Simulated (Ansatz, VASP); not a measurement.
**SiNi2 in VASP and in Ansatz**

```
CELL_PARAMETERS angstrom
3.87261 0.00000 0.00000
-1.93631 3.35378 0.00000
0.00000 0.00000 4.91621
ATOMIC_POSITIONS crystal
Si 0.66667 0.33333 0.25000
Si 0.33333 0.66667 0.75000
Ni 0.33333 0.66667 0.25000
Ni 0.66667 0.33333 0.75000
Ni 0.00000 0.00000 0.50000
Ni 0.00000 0.00000 0.00000
```

Alike in both runs: task relaxation of cell and atoms; functional PBEsol; k mesh 12 × 12 × 8; occupations gaussian, width 0.1 eV; no spin polarisation.

```csv
,VASP,Ansatz
version,VASP 6.6.1,Ansatz 0.2.0
potentials or method,"VASP PAW PBE potentials, release 64 (Si, Ni), cutoff 600 eV","scalar-relativistic, plane waves, PAW"
valence electrons in the cell,48,80
```

Ansatz gave:

```
gap on the k mesh at the Fermi level, each at its own relaxed structure (eV) : none
relaxed volume (Å³/atom)                                                     : 10.62
relaxed cell length with the largest relative difference (Å)                 : 4.917
```

Q: Estimate VASP's values.

A: gap on the k mesh at the Fermi level, each at its own relaxed structure (eV): none; relaxed volume (Å³/atom): 10.63; relaxed cell length with the largest relative difference (Å): 4.915.

VASP's potentials were made for PBE, not for PBEsol, and Ansatz warns of the same on its side. A gap of «none» marks a metal or a gap that the smearing closes. VASP's potentials hold 48 valence electrons a cell and Ansatz's 80, so a difference there can come from the potentials and not from the codes.
